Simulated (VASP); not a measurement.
## Al4CN4: single point with LDA

System: Al4CN4, a slab with vacuum.

```
CELL_PARAMETERS angstrom
3.08866 0.00000 0.00000
-1.54433 2.67486 0.00000
0.00000 0.00000 23.44174
ATOMIC_POSITIONS crystal
N 0.33333 0.66667 0.17064
N 0.66667 0.33333 0.27607
N 0.33333 0.66667 0.38377
N 0.66667 0.33333 0.48787
Al 0.66667 0.33333 0.19552
Al 0.33333 0.66667 0.30095
Al 0.66667 0.33333 0.40416
Al 0.33333 0.66667 0.50942
C 0.66667 0.83333 0.58946
```

* Program: VASP 6.6.1
* Task: single point
* Functional: LDA
* Potentials or basis: VASP PAW LDA potentials, release 64 (N, Al, C)
* Cutoff: 520 eV
* k mesh: 9 × 9 × 1
* Occupations: gaussian, width 0.05 eV
* Spin: collinear spin
* Starting moments: [0.0, 0.0, 0.0, 0.0, 0.0, 0.0, 0.0, 0.0, 2.0] μB

```
Largest force                                         : 2.536 eV/Å
Net moment                                            : 0.57 μB per cell
Site moments                                          : N -0.35, -0.03, +0.01, +0.07; Al +0.00, -0.00, +0.01, +0.02; C +0.53 μB
Valence electrons inside the program's atomic spheres : N 3.69, 3.83, 3.85 (each value once); Al 0.84, 0.83, 0.85 (each value once); C 2.03
```

Forces on the atoms (eV/Å):
```
N    0.000  0.000  2.109
N    0.000  0.000  1.177
N   -0.002 -0.001 -1.029
N    0.028  0.016 -1.314
Al   0.000  0.000 -2.536
Al   0.000  0.000 -0.527
Al   0.004  0.002  1.178
Al  -0.072 -0.042  0.950
C    0.041  0.023 -0.008
```

Levels at points of the mesh, in eV from the Fermi level:
Spin up:
| k point | band 14 | band 15 | band 16 | band 17 | band 18 | band 19 | band 20 | band 21 | band 22 | band 23 |
| --- | --- | --- | --- | --- | --- | --- | --- | --- | --- | --- |
| (0.00, 0.00, 0.00) | -1.82 | -1.17 | -0.47 | 0.10 | 0.10 | 1.79 | 1.86 | 3.63 | 4.97 | 5.24 |
Spin down:
```tsv
k point	band 14	band 15	band 16	band 17	band 18	band 19	band 20	band 21	band 22	band 23
(0.00, 0.00, 0.00)	-1.86	-1.21	-0.33	-0.33	0.11	2.77	2.97	3.65	5.01	5.28
```

It took 11 min on 1 thread of Intel(R) Xeon(R) Platinum 8488C (Sapphire Rapids), on a shared host, peak memory 0.4 GiB.

Caveat: a moment this small can come from the mesh or the smearing.
